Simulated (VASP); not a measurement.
Crystal: ScAlN2.

```xyz
4
Lattice="1.5185 0.8767 4.9154 -1.5185 0.8767 4.9154 0.0000 -1.7534 4.9154" Properties=species:S:1:pos:R:3 pbc="T T T"
Sc    1.5185    0.8767    4.9154
Al    0.0000    0.0000    7.3731
N     0.0000    0.0000    3.5879
N     0.0000    0.0000   11.1583
```

Base run:

| Item | Value |
| --- | --- |
| Program | VASP 6.6.1 |
| Functional | r2SCAN |
| Potentials or basis | VASP PAW PBE potentials, release 64 (Sc_sv, Al, N) |
| Cutoff | 520 eV |
| k mesh | 6 × 6 × 6 |
| Occupations | gaussian, width 0.01 eV |
| Spin | no spin polarisation |

Its results: band gap on the k mesh 1.17 eV, indirect (least direct gap 3.07 eV); pressure 0.9 GPa; largest force 0.125 eV/Å.

Question: The run is repeated on the same cell with these changes: functional from r2SCAN to PBE; further incar settings from ALGO = Normal; EDIFF = 1e-07; NBANDS = 20 to ALGO = Normal; EDIFF = 1e-06; NBANDS = 20. What comes out?

Answer: Band gap on the k mesh 0.73 eV, indirect (least direct gap 2.58 eV); pressure 4.3 GPa; largest force 0.026 eV/Å.

Caveats: the PAW data sets were made with another functional, which shifts forces and pressure a little (some runs).

A k mesh can miss the band edges.
